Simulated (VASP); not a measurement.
# NaI (I4/mmm) in VASP: single point with PBE

Aim: the single point of NaI with PBE.

All numbers are computed with VASP 6.6.1; they aren't measurements. Logs are shortened: lines on timing, memory, paths and dates and some standing lists are left out, and cuts for length are marked.

### Step 1. The cell of the first run

Symmetry: I4/mmm, No. 139, tetragonal system. Conventional cell: a = 4.577 Å, b = 4.577 Å, c = 6.716 Å, α = 90.00°, β = 90.00°, γ = 90.00°. Na (site symmetry 4/mmm) has 6 I at 3.24 to 3.36 Å within 4.3 Å. I (site symmetry 4/mmm) has 6 Na at 3.24 to 3.36 Å within 4.3 Å.

### Step 2. Single point, PBE (strain +0.0375 x Voigt [1, 0, 0, 0, 0, 0])

INCAR

```
  PREC = Accurate
  ENCUT = 500
  EDIFF = 1E-6
  ISMEAR = 0
  SIGMA = 0.05
  LREAL = F
  LASPH = T
  NELM = 120
  ALGO = Normal
  ISIF = 2
  LWAVE = F
  LCHARG = F
  GGA = PE
  NBANDS = 14
  GGA_COMPAT = F
```

KPOINTS

```
Automatic mesh
0
Gamma
  6 6 6
```

POSCAR

```
NaI
1.0
    0.0000000000      3.2364000000      3.2364000000
    3.3577650000      0.0000000000      3.2364000000
    3.3577650000      3.2364000000      0.0000000000
Na I
1 1
Direct
    0.0000000000      0.0000000000      0.0000000000
    0.5000000000      0.5000000000      0.5000000000
```

Potentials or basis: VASP PAW PBE potentials, release 64 (Na_pv, I).

The run is started by

```bash
cat potpaw_PBE.64/Na_pv/POTCAR potpaw_PBE.64/I/POTCAR > POTCAR
mpirun -np 1 vasp_std > vasp.out
```

OUTCAR:

```text
PREC = Accurate
   ENCUT = 500
   EDIFF = 1E-6
   ISMEAR = 0
   LREAL = F
   LASPH = T
   NELM = 120
   ISIF = 2
   GGA = PE

 ion  position               nearest neighbor table
   1  0.000  0.000  0.000-
   2  0.500  0.500  0.500-

  LATTYP: Found a body centered tetragonal cell.
 ALAT       =     4.5769607733
 C/A-ratio  =     1.4672465710

  Lattice vectors:

 A1 = (   3.3577650000,   0.0000000000,   3.2364000000)
 A2 = (   3.3577650000,   0.0000000000,  -3.2364000000)
 A3 = (  -3.3577650000,   3.2364000000,   0.0000000000)

Analysis of symmetry for initial positions (statically):
=====================================================================
 Subroutine PRICEL returns:
 Original cell was already a primitive cell.

 Routine SETGRP: Setting up the symmetry group for a
 body centered tetragonal supercell.

 Subroutine GETGRP returns: Found 16 space group operations
 (whereof 16 operations were pure point group operations)
 out of a pool of 16 trial point group operations.

The static configuration has the point symmetry D_4h.

Analysis of symmetry for dynamics (positions and initial velocities):
=====================================================================
 Subroutine PRICEL returns:
 Original cell was already a primitive cell.

 Routine SETGRP: Setting up the symmetry group for a
 body centered tetragonal supercell.

 Subroutine GETGRP returns: Found 16 space group operations
 (whereof 16 operations were pure point group operations)
 out of a pool of 16 trial point group operations.

The dynamic configuration has the point symmetry D_4h.

 Subroutine INISYM returns: Found 16 space group operations
 (whereof 16 operations are pure point group operations),
 and found     1 'primitive' translations

----------------------------------------------------------------------------------------

                                     Primitive cell

  volume of cell :      70.3404

  direct lattice vectors                    reciprocal lattice vectors
     0.000000000  3.236400000  3.236400000    -0.148908575  0.154492646  0.154492646
     3.357765000  0.000000000  3.236400000     0.148908575 -0.154492646  0.154492646
     3.357765000  3.236400000  0.000000000     0.148908575  0.154492646 -0.154492646

  length of vectors
     4.576960773  4.663568457  4.663568457     0.264404461  0.264404461  0.264404461

  position of ions in fractional coordinates (direct lattice)
     0.000000000  0.000000000  0.000000000
     0.500000000  0.500000000  0.500000000

  ion indices of the primitive-cell ions
   primitive index   ion index
                 1           1
                 2           2

----------------------------------------------------------------------------------------

 KPOINTS: Automatic mesh

Automatic generation of k-mesh.
 Grid dimensions read from file:
 generate k-points for:    6    6    6

 Generating k-lattice:

  Cartesian coordinates                     Fractional coordinates (reciprocal lattice)
    -0.024818096  0.025748774  0.025748774     0.166666667  0.000000000  0.000000000
     0.024818096 -0.025748774  0.025748774     0.000000000  0.166666667  0.000000000
     0.024818096  0.025748774 -0.025748774     0.000000000  0.000000000  0.166666667

  Length of vectors
     0.044067410  0.044067410  0.044067410

  Shift w.r.t. Gamma in fractional coordinates (k-lattice)
     0.000000000  0.000000000  0.000000000

 Subroutine IBZKPT returns following result:
 ===========================================

 Found     30 irreducible k-points:

 Following reciprocal coordinates:
            Coordinates               Weight
  0.000000  0.000000  0.000000      1.000000
  0.166667  0.000000  0.000000      8.000000
  0.333333  0.000000  0.000000      8.000000
  0.500000  0.000000  0.000000      4.000000
  0.166667  0.166667  0.000000      4.000000
  0.333333  0.166667  0.000000     16.000000
[... 16 lines left out ...]
 -0.333333  0.500000  0.166667      4.000000
  0.333333 -0.333333  0.166667      8.000000
 [... further k-points ...]
   k-points           NKPTS =     30   k-points in BZ     NKDIM =     30   number of bands    NBANDS=     14
   number of dos      NEDOS =    301   number of ions     NIONS =      2
   total plane-waves  NPLWV =  46656
   dimension x,y,z NGX =    36 NGY =   36 NGZ =   36
   dimension x,y,z NGXF=    72 NGYF=   72 NGZF=   72
   ions per type =               1   1
   NGX,Y,Z   is equivalent  to a cutoff of  13.08, 12.83, 12.83 a.u.
   NGXF,Y,Z  is equivalent  to a cutoff of  26.15, 25.67, 25.67 a.u.
 SYSTEM =  unknown system
   PREC   = accura    normal or accurate (medium, high low for compatibility)
   ISTART =      0    job   : 0-new  1-cont  2-samecut
   ICHARG =      2    charge: 1-file 2-atom 10-const
   ISPIN  =      1    spin polarized calculation?
   LNONCOLLINEAR =      F non collinear calculations
   LSORBIT =      F    spin-orbit coupling
   LASPH  =      T    aspherical Exc in radial PAW
   ENCUT  =  500.0 eV  36.75 Ry    6.06 a.u.   8.34  8.50  8.50*2*pi/ulx,y,z
   NELM   =    120;   NELMIN=  2; NELMDL= -5     # of ELM steps
   EDIFF  = 0.1E-05   stopping-criterion for ELM
   LREAL  =      F    real-space projection
   EDIFFG = 0.1E-04   stopping-criterion for IOM
   NSW    =      0    number of steps for IOM
   IBRION =     -1    ionic relax: 0-MD 1-quasi-New 2-CG
   NFREE  =      0    steps in history (QN), initial steepest desc. (CG)
   ISIF   =      2    stress and relaxation
   ISYM   =      2    0-nonsym 1-usesym 2-fastsym
   POTIM  = 0.5000    time-step for ionic-motion
   TEBEG  =    0.0;   TEEND  =   0.0 temperature during run
   PSTRESS=    0.0 pullay stress
   NELECT =      14.0000    total number of electrons
   NUPDOWN=      -1.0000    fix difference up-down
   EMIN   =  10.00;   EMAX   =-10.00  energy-range for DOS
   EFERMI =   0.00;   METHOD = LEGACY
   ISMEAR =     0;   SIGMA  =   0.05  broadening in eV -4-tet -1-fermi 0-gaus
   EFERMI_NEDOS =   21; number of points for ismear=-14 and -15
   IALGO  =     38    algorithm
   IMIX   =      4    mixing-type and parameters
     AMIX     =   0.40;   BMIX     =  1.00
     AMIX_MAG =   1.60;   BMIX_MAG =  1.00
  volume/ion in A,a.u.               =      35.17       237.34
  Fermi-wavevector in a.u.,A,eV,Ry     =   0.955834  1.806265 12.430544  0.913619
  Thomas-Fermi vector in A             =   2.084708
   LORBIT       =      0    0 simple, 1 ext, 2 COOP (PROOUT), +10 PAW based schemes
   GGA     = PE    functional components
   LHFCALC =     F    Hartree Fock is set to
   AEXX    =    0.0000 exact exchange contribution
   IVDW    =     0    specifies the selected vdW correction
   LEPSILON=     F    determine dielectric tensor
   LRPA    =     F    only Hartree local field effects (RPA)
 non-spin polarized calculation
 Gauss-broadening in eV      SIGMA  =   0.05
  energy-cutoff  :      500.00
  volume of cell :       70.34
 maximum number of plane-waves:      1817
 NGX is ok and might be reduce to    36
   NGX = 17   NGY = 17   NGZ = 17

 number of electron      13.9999994 magnetization

 Free energy of the ion-electron system (eV)
  ---------------------------------------------------
  ext. energy  EPLUGINS =         0.00000000
  ---------------------------------------------------
  free energy    TOTEN  =        -5.38323155 eV

  energy without entropy =       -5.38323155  energy(sigma->0) =       -5.38323155

 E-fermi :   0.8751     XC(G=0):  -7.5556

 val. band max:        0.5818486006   @ k =   0.0000   0.0000   0.0000
 cond. band min:       4.1054701625   @ k =   0.0000   0.0000   0.0000
 fundamental gap:      3.5236215619
 Fermi energy:         0.8750826513

 k-point     1 :       0.0000    0.0000    0.0000
  band No.  band energies     occupation
      1     -21.9296      2.00000
      2     -21.9255      2.00000
      3     -21.9255      2.00000
      4     -10.3715      2.00000
      5       0.5423      2.00000
      6       0.5423      2.00000
      7       0.5818      2.00000
      8       4.1055      0.00000
      9       8.3317      0.00000
     10       8.5686      0.00000
     11       8.5686      0.00000
     12      10.0357      0.00000
     13      10.4394      0.00000
     14      10.9712      0.00000

 k-point     2 :       0.1667    0.0000    0.0000
  band No.  band energies     occupation
      1     -21.9300      2.00000
      2     -21.9262      2.00000
      3     -21.9255      2.00000
      4     -10.3050      2.00000
      5      -0.1355      2.00000
      6       0.4849      2.00000
      7       0.4890      2.00000
      8       4.8952      0.00000
      9       7.9872      0.00000
     10       8.5432      0.00000
     11       8.7706      0.00000
     12       9.6283      0.00000
     13       9.8440      0.00000
     14      11.2475      0.00000

 k-point     3 :       0.3333    0.0000    0.0000
  band No.  band energies     occupation
      1     -21.9312      2.00000
      2     -21.9274      2.00000
      3     -21.9255      2.00000
      4     -10.1648      2.00000
      5      -1.1048      2.00000
      6       0.3375      2.00000
      7       0.3766      2.00000
      8       5.6117      0.00000
      9       8.0686      0.00000
     10       8.3686      0.00000
     11       8.3958      0.00000
     12      10.5805      0.00000
     13      10.7523      0.00000
     14      10.8016      0.00000

 k-point     4 :       0.5000    0.0000    0.0000
  band No.  band energies     occupation
      1     -21.9320      2.00000
      2     -21.9279      2.00000
      3     -21.9256      2.00000
      4     -10.0906      2.00000
      5      -1.4985      2.00000
      6       0.2667      2.00000
      7       0.3254      2.00000
      8       5.6366      0.00000
      9       7.8452      0.00000
     10       8.1072      0.00000
     11       9.0207      0.00000
     12      10.7752      0.00000
     13      12.5607      0.00000
     14      12.7800      0.00000

 k-point     5 :       0.1667    0.1667    0.0000
  band No.  band energies     occupation
      1     -21.9299      2.00000
      2     -21.9264      2.00000
      3     -21.9259      2.00000
      4     -10.2808      2.00000
      5      -0.1476      2.00000
      6       0.3185      2.00000
      7       0.3923      2.00000
      8       5.1809      0.00000
      9       7.5441      0.00000
     10       8.6392      0.00000
     11       8.9869      0.00000
[... 276 lines left out ...]
 k-point    22 :       0.3333    0.5000    0.1667
  band No.  band energies     occupation
      1     -21.9310      2.00000
      2     -21.9276      2.00000
      3     -21.9271      2.00000
      4     -10.0742      2.00000
      5      -1.0163      2.00000
      6      -0.3458      2.00000
      7       0.1113      2.00000
      8       6.3403      0.00000
      9       7.2704      0.00000
     10       7.4283      0.00000
     11       9.4334      0.00000
     12      10.6138      0.00000
     13      12.3947      0.00000
     14      13.1751      0.00000

 k-point    23 :      -0.3333    0.5000    0.1667
  band No.  band energies     occupation
      1     -21.9312      2.00000
      2     -21.9283      2.00000
      3     -21.9272      2.00000
      4     -10.0123      2.00000
      5      -0.9970      2.00000
      6      -0.4448      2.00000
      7      -0.3424      2.00000
      8       5.8620      0.00000
      9       7.0388      0.00000
     10       9.1222      0.00000
     11       9.2244      0.00000
     12      11.6906      0.00000
     13      12.7817      0.00000
     14      12.9085      0.00000

 k-point    24 :       0.3333   -0.3333    0.1667
  band No.  band energies     occupation
      1     -21.9312      2.00000
      2     -21.9280      2.00000
      3     -21.9274      2.00000
      4     -10.0269      2.00000
      5      -1.0621      2.00000
      6      -0.5613      2.00000
      7      -0.0178      2.00000
      8       6.4179      0.00000
      9       7.0711      0.00000
     10       8.2914      0.00000
     11       8.9545      0.00000
     12      10.8281      0.00000
     13      12.1768      0.00000
     14      13.5386      0.00000

 [... further k-points ...]

------------------------ aborting loop because EDIFF is reached ----------------------------------------

  FORCE on cell =-STRESS in cart. coord.  units (eV):
  Direction    XX          YY          ZZ          XY          YZ          ZX
  --------------------------------------------------------------------------------------
  -------------------------------------------------------------------------------------
  Total       -0.2541341      0.0546635      0.0546635      0.0000000      0.0000000      0.0000000
  in kB       -5.7885382      1.2450983      1.2450983      0.0000000      0.0000000      0.0000000
  external PRESSURE =      -1.0994472 kB  Pullay stress =       0.0000000 kB

 VOLUME and BASIS-vectors are now :
 -----------------------------------------------------------------------------
  energy-cutoff  :      500.00
  volume of cell :       70.34
      direct lattice vectors                 reciprocal lattice vectors
     0.000000000  3.236400000  3.236400000    -0.148908575  0.154492646  0.154492646
     3.357765000  0.000000000  3.236400000     0.148908575 -0.154492646  0.154492646
     3.357765000  3.236400000  0.000000000     0.148908575  0.154492646 -0.154492646

 POSITION                                       TOTAL-FORCE (eV/Angst)
 -----------------------------------------------------------------------------------
      0.00000      0.00000      0.00000        -0.000000     -0.000000      0.000000
      3.35777      3.23640      3.23640         0.000000      0.000000     -0.000000
 -----------------------------------------------------------------------------------
    total drift:                                0.000000      0.000000      0.000000

  FREE ENERGIE OF THE ION-ELECTRON SYSTEM (eV)
  ---------------------------------------------------
  free  energy   TOTEN  =        -5.3832315471 eV

  energy  without entropy=       -5.3832315471  energy(sigma->0) =       -5.38323155
```

Wall time 28 s (1 thread of Intel Xeon 8259CL, shared host); peak memory 0.21 GiB.

Results:

```
Free energy            : -5.3832 eV
Pressure               : -0.1 GPa
Band gap on the k mesh : 3.52 eV
```

Caveat: the cell differs from its parent crystal (strain +0.0375 x Voigt [1, 0, 0, 0, 0, 0]); spin-orbit coupling is left out, which moves the levels of the heavy elements.
